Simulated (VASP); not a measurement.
# Li2P (P-6m2) in VASP: notebook

Li2P is run at these levels: PBE; tasks: single point, relaxation of cell and atoms.

Everything below comes from runs of VASP 6.6.1. Logs are shortened: lines on timing, memory, paths and dates and some standing lists are left out, and cuts for length are marked.

**1. The cell of the first run**

The structure is hexagonal, space group P-6m2 (No. 187). Conventional cell: a = 4.307 Å, b = 4.307 Å, c = 6.917 Å, α = 90.00°, β = 90.00°, γ = 120.00°. Within 3.6 Å of Li (site symmetry -6m2) lie 6 P at 2.73 Å and 6 Li at 2.91 Å. Li (site symmetry 3m) has 3 P at 2.52 Å and 7 Li at 2.91 to 3.15 Å within 3.3 Å. Li (site symmetry -6m2) has 2 P at 2.32 Å within 3.1 Å. Within 3.0 Å of P (site symmetry 3m) lie 1 P at 2.27 Å and 7 Li at 2.32 to 2.73 Å.

**2. Single point, PBE**

Contents of INCAR:

```
SYSTEM = Li2P
ALGO = Normal
EDIFF = 1E-7
ENCUT = 520
GGA = PE
ISIF = 2
ISMEAR = 0
LASPH = .TRUE.
LCHARG = .FALSE.
LREAL = .FALSE.
LWAVE = .FALSE.
NBANDS = 20
NELM = 80
PREC = Accurate
SIGMA = 0.1
```

Contents of KPOINTS:

```
k-points
0
G
  6 6 4
  0 0 0
```

Contents of POSCAR:

```
Li2P
1.0
    4.3073171614      0.0000000000      0.0000000000
   -2.1536585807      3.7302460839      0.0000000000
    0.0000000000      0.0000000000      6.9173052800
Li P
4 2
Direct
    0.0000000000      0.0000000000      0.0000000000
    0.3333333333      0.6666666667      0.2194820382
    0.6666666667      0.3333333333      0.5000000000
    0.3333333333      0.6666666667      0.7805179618
    0.6666666667      0.3333333333      0.1640221953
    0.6666666667      0.3333333333      0.8359778047
```

Potentials or basis: VASP PAW PBE potentials, release 64 (Li_sv, P).

On the command line:

```
> cat potpaw_PBE.64/Li_sv/POTCAR potpaw_PBE.64/P/POTCAR > POTCAR
> mpirun -np 1 vasp_std > vasp.out
```

OUTCAR:

```text
SYSTEM = Li2P
   EDIFF = 1E-7
   ENCUT = 520
   GGA = PE
   ISIF = 2
   ISMEAR = 0
   LASPH = .TRUE.
   LREAL = .FALSE.
   NELM = 80
   PREC = Accurate

 ion  position               nearest neighbor table
   1  0.000  0.000  0.000-   5 2.73   6 2.73   5 2.73   6 2.73   5 2.73   6 2.73
   2  0.333  0.667  0.219-   5 2.52   5 2.52   5 2.52
   3  0.667  0.333  0.500-   5 2.32   6 2.32
   4  0.333  0.667  0.781-   6 2.52   6 2.52   6 2.52
   5  0.667  0.333  0.164-   6 2.27   3 2.32   2 2.52   2 2.52   2 2.52   1 2.73   1 2.73   1 2.73

   6  0.667  0.333  0.836-   5 2.27   3 2.32   4 2.52   4 2.52   4 2.52   1 2.73   1 2.73   1 2.73

  LATTYP: Found a hexagonal cell.
 ALAT       =     4.3073171614
 C/A-ratio  =     1.6059428690

  Lattice vectors:

 A1 = (   4.3073171614,   0.0000000000,   0.0000000000)
 A2 = (  -2.1536585807,   3.7302460839,   0.0000000000)
 A3 = (   0.0000000000,   0.0000000000,   6.9173052800)

Analysis of symmetry for initial positions (statically):
=====================================================================
 Subroutine PRICEL returns:
 Original cell was already a primitive cell.

 Routine SETGRP: Setting up the symmetry group for a
 hexagonal supercell.

 Subroutine GETGRP returns: Found 12 space group operations
 (whereof 12 operations were pure point group operations)
 out of a pool of 24 trial point group operations.

The static configuration has the point symmetry D_3h.

Analysis of symmetry for dynamics (positions and initial velocities):
=====================================================================
 Subroutine PRICEL returns:
 Original cell was already a primitive cell.

 Routine SETGRP: Setting up the symmetry group for a
 hexagonal supercell.

 Subroutine GETGRP returns: Found 12 space group operations
 (whereof 12 operations were pure point group operations)
 out of a pool of 24 trial point group operations.

The dynamic configuration has the point symmetry D_3h.

 Subroutine INISYM returns: Found 12 space group operations
 (whereof 12 operations are pure point group operations),
 and found     1 'primitive' translations

----------------------------------------------------------------------------------------

                                     Primitive cell

  volume of cell :     111.1428

  direct lattice vectors                    reciprocal lattice vectors
     4.307317161  0.000000000  0.000000000     0.232163076  0.134039414  0.000000000
    -2.153658581  3.730246084  0.000000000     0.000000000  0.268078828  0.000000000
     0.000000000  0.000000000  6.917305280     0.000000000  0.000000000  0.144564966

  length of vectors
     4.307317161  4.307317161  6.917305280     0.268078828  0.268078828  0.144564966

  position of ions in fractional coordinates (direct lattice)
     0.000000000  0.000000000  0.000000000
     0.333333333  0.666666667  0.219482038
     0.666666667  0.333333333  0.500000000
     0.333333333  0.666666667  0.780517962
     0.666666667  0.333333333  0.164022195
     0.666666667  0.333333333  0.835977805

  ion indices of the primitive-cell ions
   primitive index   ion index
                 1           1
                 2           2
                 3           3
                 4           4
                 5           5
                 6           6

----------------------------------------------------------------------------------------

 KPOINTS: k-points

Automatic generation of k-mesh.
 Grid dimensions read from file:
 generate k-points for:    6    6    4

 Generating k-lattice:

  Cartesian coordinates                     Fractional coordinates (reciprocal lattice)
     0.038693846  0.022339902  0.000000000     0.166666667  0.000000000  0.000000000
     0.000000000  0.044679805  0.000000000     0.000000000  0.166666667  0.000000000
     0.000000000  0.000000000  0.036141241     0.000000000  0.000000000  0.250000000

  Length of vectors
     0.044679805  0.044679805  0.036141241

  Shift w.r.t. Gamma in fractional coordinates (k-lattice)
     0.000000000  0.000000000  0.000000000

 Subroutine IBZKPT returns following result:
 ===========================================

 Found     21 irreducible k-points:

 Following reciprocal coordinates:
            Coordinates               Weight
  0.000000  0.000000  0.000000      1.000000
  0.166667 -0.000000  0.000000      6.000000
  0.333333 -0.000000  0.000000      6.000000
  0.500000  0.000000  0.000000      3.000000
  0.166667  0.166667  0.000000      6.000000
  0.333333  0.166667  0.000000     12.000000
[... 13 lines left out ...]
  0.333333  0.166667  0.500000     12.000000
  0.333333  0.333333  0.500000      2.000000
   k-points           NKPTS =     21   k-points in BZ     NKDIM =     21   number of bands    NBANDS=     20
   number of dos      NEDOS =    301   number of ions     NIONS =      6
   total plane-waves  NPLWV =  55296
   dimension x,y,z NGX =    32 NGY =   32 NGZ =   54
   dimension x,y,z NGXF=    64 NGYF=   64 NGZF=  108
   ions per type =               4   2
   NGX,Y,Z   is equivalent  to a cutoff of  12.35, 12.35, 12.98 a.u.
   NGXF,Y,Z  is equivalent  to a cutoff of  24.70, 24.70, 25.96 a.u.
 SYSTEM =  Li2P
   PREC   = accura    normal or accurate (medium, high low for compatibility)
   ISTART =      0    job   : 0-new  1-cont  2-samecut
   ICHARG =      2    charge: 1-file 2-atom 10-const
   ISPIN  =      1    spin polarized calculation?
   LNONCOLLINEAR =      F non collinear calculations
   LSORBIT =      F    spin-orbit coupling
   LASPH  =      T    aspherical Exc in radial PAW
   ENCUT  =  520.0 eV  38.22 Ry    6.18 a.u.   8.01  8.01 12.86*2*pi/ulx,y,z
   NELM   =     80;   NELMIN=  2; NELMDL= -5     # of ELM steps
   EDIFF  = 0.1E-06   stopping-criterion for ELM
   LREAL  =      F    real-space projection
   EDIFFG = 0.1E-05   stopping-criterion for IOM
   NSW    =      0    number of steps for IOM
   IBRION =     -1    ionic relax: 0-MD 1-quasi-New 2-CG
   NFREE  =      0    steps in history (QN), initial steepest desc. (CG)
   ISIF   =      2    stress and relaxation
   ISYM   =      2    0-nonsym 1-usesym 2-fastsym
   POTIM  = 0.5000    time-step for ionic-motion
   TEBEG  =    0.0;   TEEND  =   0.0 temperature during run
   PSTRESS=    0.0 pullay stress
   NELECT =      22.0000    total number of electrons
   NUPDOWN=      -1.0000    fix difference up-down
   EMIN   =  10.00;   EMAX   =-10.00  energy-range for DOS
   EFERMI =   0.00;   METHOD = LEGACY
   ISMEAR =     0;   SIGMA  =   0.10  broadening in eV -4-tet -1-fermi 0-gaus
   EFERMI_NEDOS =   21; number of points for ismear=-14 and -15
   IALGO  =     38    algorithm
   IMIX   =      4    mixing-type and parameters
     AMIX     =   0.40;   BMIX     =  1.00
     AMIX_MAG =   1.60;   BMIX_MAG =  1.00
  volume/ion in A,a.u.               =      18.52       125.00
  Fermi-wavevector in a.u.,A,eV,Ry     =   0.954088  1.802966 12.385176  0.910285
  Thomas-Fermi vector in A             =   2.082803
   LORBIT       =      0    0 simple, 1 ext, 2 COOP (PROOUT), +10 PAW based schemes
   GGA     = PE    functional components
   LHFCALC =     F    Hartree Fock is set to
   AEXX    =    0.0000 exact exchange contribution
   IVDW    =     0    specifies the selected vdW correction
   LEPSILON=     F    determine dielectric tensor
   LRPA    =     F    only Hartree local field effects (RPA)
 non-spin polarized calculation
 Gauss-broadening in eV      SIGMA  =   0.10
  energy-cutoff  :      520.00
  volume of cell :      111.14
 maximum number of plane-waves:      3018
   NGX = 17   NGY = 17   NGZ = 25

 number of electron      22.0000001 magnetization

 Free energy of the ion-electron system (eV)
  ---------------------------------------------------
  ext. energy  EPLUGINS =         0.00000000
  ---------------------------------------------------
  free energy    TOTEN  =       -20.94856483 eV

  energy without entropy =      -20.94335992  energy(sigma->0) =      -20.94596237

 E-fermi :   2.7383     XC(G=0):  -7.8811

 val. band max:        2.7208934726   @ k =   0.1667  -0.0000   0.0000
 cond. band min:       2.8137209479   @ k =   0.0000   0.0000   0.2500
 fundamental gap:      0.0928274754
 Fermi energy:         2.7383383396

 k-point     1 :       0.0000    0.0000    0.0000
  band No.  band energies     occupation
      1     -44.5997      2.00000
      2     -43.7787      2.00000
      3     -43.4486      2.00000
      4     -43.4455      2.00000
      5      -9.1095      2.00000
      6      -5.9811      2.00000
[... 12 lines left out ...]
     19       8.0183      0.00000
     20       8.7334      0.00000

 k-point     2 :       0.1667   -0.0000    0.0000
  band No.  band energies     occupation
      1     -44.5996      2.00000
      2     -43.7786      2.00000
      3     -43.4487      2.00000
      4     -43.4455      2.00000
      5      -9.0446      2.00000
      6      -5.9041      2.00000
[... 12 lines left out ...]
     19       7.6480      0.00000
     20       9.4250      0.00000

 k-point     3 :       0.3333   -0.0000    0.0000
  band No.  band energies     occupation
      1     -44.5996      2.00000
      2     -43.7783      2.00000
      3     -43.4488      2.00000
      4     -43.4454      2.00000
      5      -8.9053      2.00000
      6      -5.7362      2.00000
[... 12 lines left out ...]
     19       8.6248      0.00000
     20       9.9871      0.00000

 k-point     4 :       0.5000    0.0000    0.0000
  band No.  band energies     occupation
      1     -44.5996      2.00000
      2     -43.7782      2.00000
      3     -43.4488      2.00000
      4     -43.4453      2.00000
      5      -8.8301      2.00000
      6      -5.6437      2.00000
[... 360 lines left out ...]
 k-point    20 :       0.3333    0.1667    0.5000
  band No.  band energies     occupation
      1     -44.5996      2.00000
      2     -43.7782      2.00000
      3     -43.4487      2.00000
      4     -43.4455      2.00000
      5      -8.8393      2.00000
      6      -5.6206      2.00000
[... 12 lines left out ...]
     19       8.4477      0.00000
     20      10.2592      0.00000

 k-point    21 :       0.3333    0.3333    0.5000
  band No.  band energies     occupation
      1     -44.5996      2.00000
      2     -43.7781      2.00000
      3     -43.4487      2.00000
      4     -43.4455      2.00000
      5      -8.8017      2.00000
      6      -5.5627      2.00000
[... 12 lines left out ...]
     19       8.6400      0.00000
     20       9.2360      0.00000

------------------------ aborting loop because EDIFF is reached ----------------------------------------

  FORCE on cell =-STRESS in cart. coord.  units (eV):
  Direction    XX          YY          ZZ          XY          YZ          ZX
  --------------------------------------------------------------------------------------
  -------------------------------------------------------------------------------------
  Total       -0.0401132     -0.0401132     -0.2294600      0.0000000     -0.0000000     -0.0000000
  in kB       -0.5782508     -0.5782508     -3.3077769      0.0000000     -0.0000000     -0.0000000
  external PRESSURE =      -1.4880928 kB  Pullay stress =       0.0000000 kB

 VOLUME and BASIS-vectors are now :
 -----------------------------------------------------------------------------
  energy-cutoff  :      520.00
  volume of cell :      111.14
      direct lattice vectors                 reciprocal lattice vectors
     4.307317161  0.000000000  0.000000000     0.232163076  0.134039414  0.000000000
    -2.153658581  3.730246084  0.000000000     0.000000000  0.268078828  0.000000000
     0.000000000  0.000000000  6.917305280     0.000000000  0.000000000  0.144564966

 POSITION                                       TOTAL-FORCE (eV/Angst)
 -----------------------------------------------------------------------------------
      0.00000      0.00000      0.00000         0.000000     -0.000000      0.000000
     -0.00000      2.48683      1.51822        -0.000000      0.000000      0.010826
      2.15366      1.24342      3.45865         0.000000      0.000000      0.000000
     -0.00000      2.48683      5.39908        -0.000000      0.000000     -0.010826
      2.15366      1.24342      1.13459         0.000000     -0.000000     -0.075255
      2.15366      1.24342      5.78271         0.000000     -0.000000      0.075255
 -----------------------------------------------------------------------------------
    total drift:                               -0.000002      0.000001     -0.000000

  FREE ENERGIE OF THE ION-ELECTRON SYSTEM (eV)
  ---------------------------------------------------
  free  energy   TOTEN  =       -20.9485648303 eV

  energy  without entropy=      -20.9433599154  energy(sigma->0) =      -20.94596237
```

Wall time 82 s (1 thread of Intel Xeon Platinum 8375C at 2.90GHz (Ice Lake), shared host); peak memory 0.23 GiB.

What came out:

- Free energy: -20.9486 eV
- Largest force: 0.075 eV/Å
- Band gap on the k mesh: zero (band 11 reaches 2.93 eV, above the bottom of band 12 at 2.61 eV)

Forces in eV/Å, atoms in the order of the input:
```
Li   0.000  0.000  0.000
Li   0.000  0.000  0.011
Li   0.000  0.000  0.000
Li   0.000  0.000 -0.011
P    0.000  0.000 -0.075
P    0.000  0.000  0.075
```

Levels at points of the mesh, in eV from the Fermi level:
| k point | band 9 | band 10 | band 11 | band 12 | band 13 | band 14 |
| --- | --- | --- | --- | --- | --- | --- |
| (0.00, 0.00, 0.00) | -2.24 | 0.19 | 0.19 | 1.39 | 1.46 | 1.83 |
| (0.50, 0.00, 0.00) | -3.08 | -1.91 | -0.52 | 0.20 | 2.12 | 2.13 |
| (0.00, 0.00, 0.50) | -2.18 | -0.79 | -0.04 | -0.04 | 1.76 | 3.08 |
| (0.50, 0.00, 0.50) | -3.00 | -2.50 | -0.81 | 1.13 | 1.94 | 2.07 |

Caveat: the cutoff is under 1.25 times the usual one of these potentials, so pressure, stress and relaxed cells hold a basis-set (Pulay) error.

**3. Relaxation of cell and atoms, PBE**

This run uses another cell than the first one, of 18.08 Å³/atom, 0.976 times its volume.

Contents of INCAR:

```
ALGO     = Normal         # electronic algorithm
EDIFF    = 1E-6           # SCF threshold, eV
EDIFFG   = -0.04          # ionic threshold
ENCUT    = 600            # plane-wave cutoff, eV
GGA      = PE             # functional
IBRION   = 2              # ionic algorithm
ISIF     = 3              # what is computed and relaxed
ISMEAR   = 0              # smearing method
LASPH    = T              # aspherical terms in the spheres
LCHARG   = F              # write CHGCAR
LREAL    = F              # projectors in reciprocal space
LWAVE    = F              # write WAVECAR
NELM     = 80             # most SCF steps
NSW      = 90             # ionic steps
PREC     = Accurate       # precision mode
SIGMA    = 0.1            # smearing width, eV
```

Contents of KPOINTS:

```
k-points
0
Gamma
  6 6 2
```

Contents of POSCAR:

```
Li2P
1.0
    3.5250000000      0.0000000000      0.0000000000
   -1.7625000000      3.0527395500      0.0000000000
    0.0000000000      0.0000000000     10.0788774100
Li P
4 2
Direct
    0.0000000000      0.0000000000      0.0000000000
    0.3333333300      0.6666666700      0.2881150900
    0.6666666700      0.3333333300      0.5000000000
    0.3333333300      0.6666666700      0.7118849100
    0.6666666700      0.3333333300      0.1440575500
    0.6666666700      0.3333333300      0.8559424500
```

Potentials or basis: VASP PAW PBE potentials, release 64 (Li_sv, P).

On the command line:

```
> cat potpaw_PBE.64/Li_sv/POTCAR potpaw_PBE.64/P/POTCAR > POTCAR
> mpirun -np 1 vasp_std > vasp.out
```

Wall time 17 min (1 thread of Intel Xeon Platinum 8375C at 2.90GHz (Ice Lake), shared host); peak memory 0.25 GiB.

The run converged. Its results:

| Property | Result |
| --- | --- |
| Free energy | -20.8867 eV |
| Relaxed volume | 18.12 Å³/atom |
| Relaxed cell | a = 4.243 Å, b = 4.243 Å, c = 6.971 Å, α = 90.00°, β = 90.00°, γ = 120.00° |
| Space group after relaxing (to 0.05 Å) | P-6m2 (No. 187) |
| Energy gained by relaxing | 399.2 meV/atom |
| Ionic steps | 30 |
| Pressure after relaxing | 0.0 GPa |
| Largest force after relaxing | 0.039 eV/Å |
| Band gap on the k mesh | zero (band 11 reaches 3.09 eV, above the bottom of band 12 at 2.63 eV) |

Forces in eV/Å, atoms in the order of the input:
```
Li   0.000  0.000  0.000
Li   0.000  0.000 -0.039
Li   0.000  0.000  0.000
Li   0.000  0.000  0.039
P    0.000  0.000 -0.029
P    0.000  0.000  0.029
```

Stress tensor (GPa, compression positive):
```
 0.19  0.00  0.00
 0.00  0.19  0.00
 0.00  0.00 -0.31
```

Step by step:
```
step  energy change (eV)  largest force (eV/Å)  pressure (GPa)  volume (Å³)
   1              0.0000                0.5122           -1.32       108.46
   2             -0.2079                0.6705           -0.71       106.07
   3             -1.0378                1.5297            2.37        98.39
   4              5.5462               34.5095           47.34        80.60
   5             -0.9944                1.6299            2.36        97.30
   6             -1.0420                3.0894           11.53        89.31
   7             -1.2400                0.8463            4.86        94.04
   8             -1.2680                0.5002            7.48        91.74
   9             -1.2788                0.0099            6.63        92.43
  10             -1.3715                1.2292            7.01        93.89
  11             -1.3767                1.8179            7.26        94.44
  12             -1.5418                1.6515            5.35        97.95
  13             -1.8088                1.2824            0.89       108.78
  14             -1.8337                1.2490           -0.38       112.77
  15             -1.8889                0.5758           -0.91       112.20
  16             -1.9088                0.4861           -1.38       111.43
  17             -1.9698                0.5120           -1.09       109.79
  18             -2.1393                0.4026            0.40       104.90
  19             -2.0800                1.1284            5.08        95.34
  20             -2.1878                0.2901            1.85       101.42
  21             -2.2772                0.2978            1.42       102.89
  22             -2.3225                0.2793            0.97       105.83
  23             -2.3389                0.2545            1.00       104.70
  24             -2.3401                0.2388            0.98       104.95
  25             -2.3583                0.2361            0.00       107.39
  26             -2.3593                0.2498           -0.29       108.18
  27             -2.3734                0.1933           -0.40       108.92
  28             -2.3860                0.1515           -0.57       110.36
  29             -2.3947                0.0506           -0.07       108.97
  30             -2.3949                0.0386            0.02       108.71
```

Final structure:
```cif
data_structure
_symmetry_space_group_name_H-M 'P 1'
_symmetry_Int_Tables_number 1
_cell_length_a 4.2434
_cell_length_b 4.2434
_cell_length_c 6.9713
_cell_angle_alpha 90.000
_cell_angle_beta 90.000
_cell_angle_gamma 120.000
_cell_volume 108.71
loop_
_atom_site_label
_atom_site_type_symbol
_atom_site_fract_x
_atom_site_fract_y
_atom_site_fract_z
_atom_site_occupancy
Li1 Li 0.00000 0.00000 0.00000 1
Li2 Li 0.33333 0.66667 0.22300 1
Li3 Li 0.66667 0.33333 0.50000 1
Li4 Li 0.33333 0.66667 0.77700 1
P1 P 0.66667 0.33333 0.16323 1
P2 P 0.66667 0.33333 0.83677 1
```

Levels at points of the mesh, in eV from the Fermi level:
| k point | band 7 | band 8 | band 9 | band 10 | band 11 | band 12 | band 13 | band 14 | band 15 |
| --- | --- | --- | --- | --- | --- | --- | --- | --- | --- |
| (0.00, 0.00, 0.00) | -4.48 | -2.14 | -2.14 | 0.25 | 0.25 | 1.32 | 1.32 | 2.07 | 3.09 |
| (0.50, 0.00, 0.00) | -4.48 | -3.73 | -3.01 | -1.96 | -0.51 | 0.12 | 2.07 | 2.28 | 3.87 |
| (0.00, 0.00, 0.50) | -4.06 | -2.08 | -2.08 | -0.94 | 0.04 | 0.04 | 2.04 | 3.24 | 3.48 |
| (0.50, 0.00, 0.50) | -4.36 | -3.67 | -2.94 | -2.54 | -0.79 | 1.06 | 1.94 | 2.06 | 3.94 |

Caveat: the cutoff is under 1.25 times the usual one of these potentials, so pressure, stress and relaxed cells hold a basis-set (Pulay) error.

[end of part 1 of 2]
